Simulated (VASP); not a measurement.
Runs of VASP 6.6.1 on MgO. The structure is that of space group P-6m2 (No. 187), or close to it. The cells are those of the table. 

```csv
cell,gap on the mesh (eV),pressure (GPa),largest force (eV/Å)
"a = 2.938, b = 3.027, c = 2.680 Å, angles 90.0, 90.0, 119.0°, 2 atoms",(b),-5.1,0.04
"a = 2.938, b = 2.894, c = 2.680 Å, angles 90.0, 90.0, 120.5°, 2 atoms",3.15,2.0,0.01
"a = 2.938, b = 2.982, c = 2.680 Å, angles 90.0, 90.0, 119.5°, 2 atoms",2.80,-3.0,0.01
"a = 2.938, b = 3.015, c = 2.680 Å, angles 90.0, 90.0, 119.2°, 2 atoms",(a),-4.6,0.03
"a = 2.938, b = 2.850, c = 2.680 Å, angles 90.0, 90.0, 121.0°, 2 atoms",3.20,5.2,0.05
"a = 2.938, b = 3.004, c = 2.680 Å, angles 90.0, 90.0, 119.3°, 2 atoms",2.69,-4.1,0.02
"a = 2.938, b = 2.916, c = 2.680 Å, angles 90.0, 90.0, 120.2°, 2 atoms",3.10,0.6,-
"a = 2.938, b = 2.872, c = 2.680 Å, angles 90.0, 90.0, 120.8°, 2 atoms",3.17,3.5,0.03
"a = 2.938, b = 2.960, c = 2.680 Å, angles 90.0, 90.0, 119.8°, 2 atoms",2.90,-1.9,-
```

Alike in all rows: task single point; level PBE; potentials or basis VASP PAW PBE potentials, release 64 (Mg, O); no spin polarisation; k mesh 9 × 9 × 8; cutoff (eV) 520; smearing gaussian 0.05 eV.

Estimate the missing entries.

(a) 2.64; (b) 2.59.

A k mesh can miss the band edges.
